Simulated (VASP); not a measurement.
# K (Im-3m) in VASP: a series of runs, part 2 of 2

VASP 6.6.1. Earlier steps stand in the parts before.

## 3. Single point, r2SCAN

Contents of POSCAR:

```
K
1.0
   -2.5700293357      2.5700293357      2.5700293357
    2.5700293357     -2.5700293357      2.5700293357
    2.5700293357      2.5700293357     -2.5700293357
K
1
Direct
    0.0000000000      0.0000000000      0.0000000000
```

Contents of INCAR.step1:

```
ALGO = Normal
EDIFF = 1E-4
ENCUT = 520
GGA = PE
ISMEAR = -1
LASPH = T
LCHARG = F
LREAL = F
LWAVE = T
NBANDS = 10
NELM = 100
PREC = Accurate
SIGMA = 0.1
```

Contents of INCAR.step2:

```
ALGO = Normal
EDIFF = 1E-7
ENCUT = 520
ISIF = 2
ISMEAR = -1
ISTART = 1
LASPH = T
LCHARG = F
LMIXTAU = T
LREAL = F
LWAVE = F
METAGGA = R2SCAN
NBANDS = 10
NELM = 100
PREC = Accurate
SIGMA = 0.1
```

Contents of KPOINTS:

```
k-points
0
Gamma
  9 9 9
```

Potentials or basis: VASP PAW PBE potentials, release 64 (K_sv).

On the command line:

```
cat potpaw_PBE.64/K_sv/POTCAR > POTCAR
cp INCAR.step1 INCAR
mpirun -np 1 vasp_std > vasp.out
cp INCAR.step2 INCAR
mpirun -np 1 vasp_std > vasp.out
```

OUTCAR:

```text
EDIFF = 1E-7
   ENCUT = 520
   ISIF = 2
   ISMEAR = -1
   ISTART = 1
   LASPH = T
   LREAL = F
   METAGGA = R2SCAN
   NELM = 100
   PREC = Accurate

 ion  position               nearest neighbor table
   1  0.000  0.000  0.000-

  LATTYP: Found a body centered cubic cell.
 ALAT       =     5.1400586714

  Lattice vectors:

 A1 = (  -2.5700293357,   2.5700293357,   2.5700293357)
 A2 = (   2.5700293357,  -2.5700293357,   2.5700293357)
 A3 = (   2.5700293357,   2.5700293357,  -2.5700293357)

Analysis of symmetry for initial positions (statically):
=====================================================================
 Subroutine PRICEL returns:
 Original cell was already a primitive cell.

 Routine SETGRP: Setting up the symmetry group for a
 body centered cubic supercell.

 Subroutine GETGRP returns: Found 48 space group operations
 (whereof 48 operations were pure point group operations)
 out of a pool of 48 trial point group operations.

The static configuration has the point symmetry O_h .

[... 154 lines left out ...]
  free energy    TOTEN  =        -6.01285068 eV

  energy without entropy =       -5.99205459  energy(sigma->0) =       -6.00245263

 E-fermi :   0.1271     XC(G=0):  -6.1142

 val. band max:        0.0462543588   @ k =  -0.3333   0.4444   0.1111
 cond. band min:       0.1820569226   @ k =   0.4444   0.0000   0.0000
 fundamental gap:      0.1358025639
 Fermi energy:         0.1270543708

 k-point     1 :       0.0000    0.0000    0.0000
  band No.  band energies     occupation
      1     -33.4890      2.00000
      2     -16.1541      2.00000
      3     -16.1541      2.00000
      4     -16.1541      2.00000
      5      -2.2986      2.00000
      6       4.9513      0.00000
      7       4.9513      0.00000
      8       4.9513      0.00000
      9       5.9574      0.00000
     10       5.9574      0.00000
[... 287 lines left out ...]
 k-point    24 :      -0.4444   -0.4444    0.1111
  band No.  band energies     occupation
      1     -33.4816      2.00000
      2     -16.2359      2.00000
      3     -16.1972      2.00000
      4     -16.1683      2.00000
      5       1.0209      0.00026
      6       1.1191      0.00010
      7       3.2157      0.00000
      8       4.8690      0.00000
      9       6.0792      0.00000
     10       6.8619      0.00000

 [... further k-points ...]
[... 5 lines left out ...]
  --------------------------------------------------------------------------------------
  -------------------------------------------------------------------------------------
  Total        0.2045837      0.2045837      0.2045837     -0.0000000      0.0000000     -0.0000000
  in kB        4.8273351      4.8273351      4.8273351     -0.0000000      0.0000000     -0.0000000
  external PRESSURE =       4.8273351 kB  Pullay stress =       0.0000000 kB

 VOLUME and BASIS-vectors are now :
 -----------------------------------------------------------------------------
  energy-cutoff  :      520.00
  volume of cell :       67.90
      direct lattice vectors                 reciprocal lattice vectors
    -2.570029336  2.570029336  2.570029336     0.000000000  0.194550308  0.194550308
     2.570029336 -2.570029336  2.570029336     0.194550308  0.000000000  0.194550308
     2.570029336  2.570029336 -2.570029336     0.194550308  0.194550308  0.000000000

 POSITION                                       TOTAL-FORCE (eV/Angst)
 -----------------------------------------------------------------------------------
      0.00000      0.00000      0.00000         0.000000      0.000000     -0.000000
 -----------------------------------------------------------------------------------
    total drift:                               -0.000000      0.000000      0.000000

  FREE ENERGIE OF THE ION-ELECTRON SYSTEM (eV)
  ---------------------------------------------------
  free  energy   TOTEN  =        -6.0128506773 eV

  energy  without entropy=       -5.9920545905  energy(sigma->0) =       -6.00245263
```

OUTCAR.step1:

```text
EDIFF = 1E-4
   ENCUT = 520
   GGA = PE
   ISMEAR = -1
   LASPH = T
   LREAL = F
[... 526 lines left out ...]

 POSITION                                       TOTAL-FORCE (eV/Angst)
 -----------------------------------------------------------------------------------
      0.00000      0.00000      0.00000        -0.000000      0.000000      0.000000
 -----------------------------------------------------------------------------------
    total drift:                               -0.000000      0.000000      0.000000

  FREE ENERGIE OF THE ION-ELECTRON SYSTEM (eV)
  ---------------------------------------------------
  free  energy   TOTEN  =        -1.0553807563 eV

  energy  without entropy=       -1.0329041090  energy(sigma->0) =       -1.04414243
```

Wall time 73 s (1 thread of Intel Xeon Platinum 8488C (Sapphire Rapids), shared host); peak memory 0.22 GiB.

Results:

- Free energy: -6.0129 eV
- Pressure: 0.5 GPa

Levels at points of the mesh, in eV from the Fermi level:
```csv
k point,band 2,band 3,band 4,band 5,band 6,band 7
"(0.00, 0.00, 0.00)",-16.28,-16.28,-16.28,-2.43,4.82,4.82
```

Caveat: the PAW data sets were made with another functional, which shifts forces and pressure a little.

## 4. Single point, r2SCAN

This run uses another cell than the first one, of 70.11 Å³/atom, 1.033 times its volume.

Contents of POSCAR:

```
K
1.0
   -2.5976661788      2.5976661788      2.5976661788
    2.5976661788     -2.5976661788      2.5976661788
    2.5976661788      2.5976661788     -2.5976661788
K
1
Direct
    0.0000000000      0.0000000000      0.0000000000
```

Contents of INCAR.step1:

```
ALGO = Normal ; EDIFF = 1E-4
ENCUT = 520 ; GGA = PE
ISMEAR = -1 ; LASPH = True
LCHARG = False ; LREAL = False
LWAVE = True ; NBANDS = 10
NELM = 60 ; PREC = Accurate
SIGMA = 0.1
```

Contents of INCAR.step2:

```
ALGO = Normal ; EDIFF = 1E-6
ENCUT = 520 ; ISIF = 2
ISMEAR = -1 ; ISTART = 1
LASPH = True ; LCHARG = False
LMIXTAU = True ; LREAL = False
LWAVE = False ; METAGGA = R2SCAN
NBANDS = 10 ; NELM = 60
PREC = Accurate ; SIGMA = 0.1
```

KPOINTS is that of step 3.

On the command line:

```
cat potpaw_PBE.64/K_sv/POTCAR > POTCAR
cp INCAR.step1 INCAR
mpirun -np 1 vasp_std > vasp.out
cp INCAR.step2 INCAR
mpirun -np 1 vasp_std > vasp.out
```

Wall time 63 s (1 thread of Intel Xeon Platinum 8488C (Sapphire Rapids), shared host); peak memory 0.21 GiB.

The run converged. Its results:

```
Free energy : -6.0189 eV
Pressure    : 0.3 GPa
```

Levels at points of the mesh, in eV from the Fermi level:
| k point | band 1 | band 2 | band 3 | band 4 | band 5 | band 6 | band 7 | band 8 |
| --- | --- | --- | --- | --- | --- | --- | --- | --- |
| (0.00, 0.00, 0.00) | -33.63 | -16.30 | -16.30 | -16.30 | -2.38 | 4.79 | 4.79 | 4.79 |

Caveat: the PAW data sets were made with another functional, which shifts forces and pressure a little.

## 5. Single point, r2SCAN

This run uses another cell than the first one, of 70.11 Å³/atom, 1.033 times its volume.

POSCAR is that of step 4.

Contents of INCAR.step1:

```
SYSTEM = K
PREC = Accurate ; ENCUT = 520
ISMEAR = -1 ; SIGMA = 0.1
LREAL = .FALSE. ; LASPH = .TRUE.
NELM = 60 ; NBANDS = 10
GGA = PE ; ALGO = Normal
EDIFF = 1E-4 ; LWAVE = .TRUE.
LCHARG = .FALSE.
```

Contents of INCAR.step2:

```
SYSTEM = K
PREC = Accurate ; ENCUT = 520
EDIFF = 1E-6 ; ISMEAR = -1
SIGMA = 0.1 ; LREAL = .FALSE.
LASPH = .TRUE. ; NELM = 60
ALGO = Normal ; ISIF = 2
LWAVE = .FALSE. ; LCHARG = .FALSE.
METAGGA = R2SCAN ; LMIXTAU = .TRUE.
NBANDS = 10 ; ISTART = 1
```

Contents of KPOINTS:

```
Automatic mesh
0
G
  9 9 9
  0 0 0
```

Potentials or basis: VASP PAW PBE potentials, release 64 (K_sv).

On the command line:

```
cat potpaw_PBE.64/K_sv/POTCAR > POTCAR
cp INCAR.step1 INCAR
mpirun -np 1 vasp_std > vasp.out
cp INCAR.step2 INCAR
mpirun -np 1 vasp_std > vasp.out
```

OUTCAR:

```text
SYSTEM = K
   PREC = Accurate
   ENCUT = 520
   EDIFF = 1E-6
   ISMEAR = -1
   LREAL = .FALSE.
   LASPH = .TRUE.
   NELM = 60
   ISIF = 2
   METAGGA = R2SCAN
   ISTART = 1

 ion  position               nearest neighbor table
   1  0.000  0.000  0.000-

  LATTYP: Found a body centered cubic cell.
 ALAT       =     5.1953323576

  Lattice vectors:

 A1 = (  -2.5976661788,   2.5976661788,   2.5976661788)
 A2 = (   2.5976661788,  -2.5976661788,   2.5976661788)
[... 482 lines left out ...]
      1     -33.5762      2.00000
      2     -16.3238      2.00000
      3     -16.2892      2.00000
      4     -16.2632      2.00000
      5       0.9311      0.00030
      6       1.0388      0.00010
      7       3.1110      0.00000
      8       4.7448      0.00000
      9       5.9384      0.00000
     10       6.6603      0.00000

 [... further k-points ...]
[... 5 lines left out ...]
  --------------------------------------------------------------------------------------
  -------------------------------------------------------------------------------------
  Total        0.1436888      0.1436888      0.1436888     -0.0000000      0.0000000     -0.0000000
  in kB        3.2833980      3.2833980      3.2833980     -0.0000000      0.0000000     -0.0000000
  external PRESSURE =       3.2833980 kB  Pullay stress =       0.0000000 kB

 VOLUME and BASIS-vectors are now :
 -----------------------------------------------------------------------------
  energy-cutoff  :      520.00
  volume of cell :       70.11
      direct lattice vectors                 reciprocal lattice vectors
    -2.597666179  2.597666179  2.597666179     0.000000000  0.192480467  0.192480467
     2.597666179 -2.597666179  2.597666179     0.192480467  0.000000000  0.192480467
     2.597666179  2.597666179 -2.597666179     0.192480467  0.192480467  0.000000000

 POSITION                                       TOTAL-FORCE (eV/Angst)
 -----------------------------------------------------------------------------------
      0.00000      0.00000      0.00000        -0.000000      0.000000     -0.000000
 -----------------------------------------------------------------------------------
    total drift:                               -0.000000      0.000000      0.000000

  FREE ENERGIE OF THE ION-ELECTRON SYSTEM (eV)
  ---------------------------------------------------
  free  energy   TOTEN  =        -6.0188787087 eV

  energy  without entropy=       -5.9977448611  energy(sigma->0) =       -6.00831178
```

OSZICAR.step1:

```text
N       E                     dE             d eps       ncg     rms          rms(c)
DAV:   1     0.462717219207E+02    0.46272E+02   -0.36386E+03   700   0.690E+02
DAV:   2     0.487017269633E+00   -0.45785E+02   -0.44995E+02   750   0.194E+02
DAV:   3    -0.101001536714E+01   -0.14970E+01   -0.14933E+01  1100   0.277E+01
DAV:   4    -0.105814516071E+01   -0.48130E-01   -0.48103E-01   958   0.396E+00
DAV:   5    -0.105881699045E+01   -0.67183E-03   -0.67174E-03  1050   0.397E-01    0.211E+00
DAV:   6    -0.105881681303E+01    0.17742E-06   -0.17002E-03  1064   0.255E-01    0.131E+00
DAV:   7    -0.105917745443E+01   -0.36064E-03   -0.29333E-03  1070   0.339E-01    0.556E-02
DAV:   8    -0.105922724456E+01   -0.49790E-04   -0.13416E-04   738   0.136E-01
   1 F= -.10592272E+01 E0= -.10478061E+01  d E =-.228423E-01
```

It took 65 s on 1 thread of Intel Xeon Platinum 8488C (Sapphire Rapids), shared host; peak memory 0.21 GiB.

What came out:

- Free energy: -6.0189 eV
- Pressure: 0.3 GPa

Caveat: the PAW data sets were made with another functional, which shifts forces and pressure a little.
